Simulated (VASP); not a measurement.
B3C2, 10 atoms in the cell. The structure is hexagonal, space group P6_3/m (No. 176). The conventional cell has a = 3.948 Å, b = 3.948 Å, c = 5.103 Å, α = 90.00°, β = 90.00°, γ = 120.00°. Within 2.1 Å of B (site symmetry m) lie 3 C at 1.53 to 1.80 Å and 2 B at 2.04 Å. Within 2.0 Å of C (site symmetry -6) lie 3 B at 1.53 Å. Within 2.4 Å of C (site symmetry -3) lie 6 B at 1.80 Å. The cell was built from a structure type or drawn by symmetry, and may not be a known phase.

* Program: VASP 6.6.1
* Task: single point
* Functional: PBE
* Potentials or basis: VASP PAW PBE potentials, release 64 (B, C)
* Cutoff: 520 eV
* k mesh: 3 × 3 × 6
* Occupations: gaussian, width 0.1 eV
* Spin: no spin polarisation
* Dipole correction: no
* Further INCAR settings: ALGO = Normal; EDIFF = 1e-07; NBANDS = 28

Potentials or basis: VASP PAW PBE potentials, release 64 (B, C).

Run with:

```sh
$ cat potpaw_PBE.64/B/POTCAR potpaw_PBE.64/C/POTCAR > POTCAR
$ mpirun -np 1 vasp_std > vasp.out
```

Hardware: 1 thread of Intel(R) Xeon(R) 6975P-C (Granite Rapids), on a shared host.

Estimate the wall time of this run.

It took 12 s on 1 thread of Intel(R) Xeon(R) 6975P-C (Granite Rapids) (shared host), peak memory 0.17 GiB. Counts: scf iterations 14, k points 12.
